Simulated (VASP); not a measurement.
Crystal: ZrB2.

```xyz
3
Lattice="3.1700 0.0000 0.0000 -1.5850 2.7453 0.0000 0.0000 0.0000 3.5330" Properties=species:S:1:pos:R:3 pbc="T T T"
Zr    0.0000    0.0000    0.0000
B     1.5850    0.9151    1.7665
B     0.0000    1.8302    1.7665
```

| Item | Value |
| --- | --- |
| Program | VASP 6.6.1 |
| Task | relaxation of cell and atoms |
| Functional | PBEsol |
| Dispersion | D3(BJ) |
| Potentials or basis | VASP PAW PBE potentials, release 64 (Zr_sv, B) |
| Cutoff | 600 eV |
| k mesh | 10 × 10 × 8 |
| Occupations | fermi-dirac, width 0.05 eV |
| Spin | no spin polarisation |

At the start: pressure -9.6 GPa; volume 10.25 Å³/atom.

Q: Where does the relaxation end?

A: Over 5 steps the energy falls by 12.3 meV/atom and the volume is 9.85 Å³/atom (-3.9 %); space group P6/mmm (No. 191, to 0.05 Å).

The path:
| step | energy change (eV) | largest force (eV/Å) | pressure (GPa) | volume (Å³) |
| --- | --- | --- | --- | --- |
| 1 | 0.0000 | 0.0000 | -9.57 | 30.75 |
| 2 | 0.0269 | 0.0000 | 14.61 | 28.10 |
| 3 | -0.0367 | 0.0000 | -0.11 | 29.57 |
| 4 | -0.0367 | 0.0000 | 0.10 | 29.55 |
| 5 | -0.0368 | 0.0000 | 0.10 | 29.54 |

Final structure:
```
Zr B
1.0
     3.13100    0.00000    0.00000
    -1.56550    2.71152    0.00000
     0.00000    0.00000    3.47994
Zr B
1 2
Direct
  0.00000 0.00000 0.00000
  0.66667 0.33333 0.50000
  0.33333 0.66667 0.50000
```

Caveat: the PAW data sets were made with another functional, which shifts forces and pressure a little; pairwise dispersion overbinds metals, which lowers pressure and volume.
